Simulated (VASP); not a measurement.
Set up this calculation in VASP 6.6.1, as the native input.

```yaml
Task: single point
Functional: PBEsol
Dispersion: D3(BJ)
Potentials_or_basis: VASP PAW PBE potentials, release 64 (W_sv, Se)
Cutoff: 520 eV
k_mesh: 12 × 12 × 4
Occupations: gaussian, width 0.05 eV
Spin: no spin polarisation
Dipole_correction: no
Further_INCAR_settings: ALGO = Normal; EDIFF = 1e-06; NBANDS = 35
```

The structure of WSe2 lies in POSCAR:

```
WSe2
1.0
    3.3273694553      0.0000000000      0.0000000000
   -1.6636847276      2.8815864761      0.0000000000
    0.0000000000      0.0000000000     12.4145017028
W Se
2 4
Direct
    0.3333333333      0.6666666667      0.2500000000
    0.6666666667      0.3333333333      0.7500000000
    0.3333333333      0.6666666667      0.6145805872
    0.6666666667      0.3333333333      0.1145805872
    0.3333333333      0.6666666667      0.8854194128
    0.6666666667      0.3333333333      0.3854194128
```

This cell differs from its parent crystal: strain +0.0300 x Voigt [1, 1, 0, 0, 0, 0].

The input as run:

INCAR

```
PREC = Accurate
ENCUT = 520
EDIFF = 1E-6
ISMEAR = 0
SIGMA = 0.05
LREAL = F
LASPH = T
NELM = 100
ALGO = Normal
ISIF = 2
LWAVE = F
LCHARG = F
GGA = PS
IVDW = 12
NBANDS = 35
```

KPOINTS

```
Automatic mesh
0
Gamma
  12 12 4
```

Potentials or basis: VASP PAW PBE potentials, release 64 (W_sv, Se).

The run is started by

```console
$ cat potpaw_PBE.64/W_sv/POTCAR potpaw_PBE.64/Se/POTCAR > POTCAR
$ mpirun -np 1 vasp_std > vasp.out
```

Results of the run:

```
Pressure                   : -7.4 GPa
Largest force              : 0.555 eV/Å
Band gap on the k mesh     : 0.72 eV (least direct gap 1.37 eV)
Dispersion energy per atom : -0.449 eV
```

Caveat: the cell differs from its parent crystal (strain +0.0300 x Voigt [1, 1, 0, 0, 0, 0]); the cell stands under tension; the PAW data sets were made with another functional, which shifts forces and pressure a little; spin-orbit coupling is left out, which moves the levels of the heavy elements.

Run time: 6.1 min on 1 thread of Intel Xeon 8259CL (shared host), peak memory 0.38 GiB.
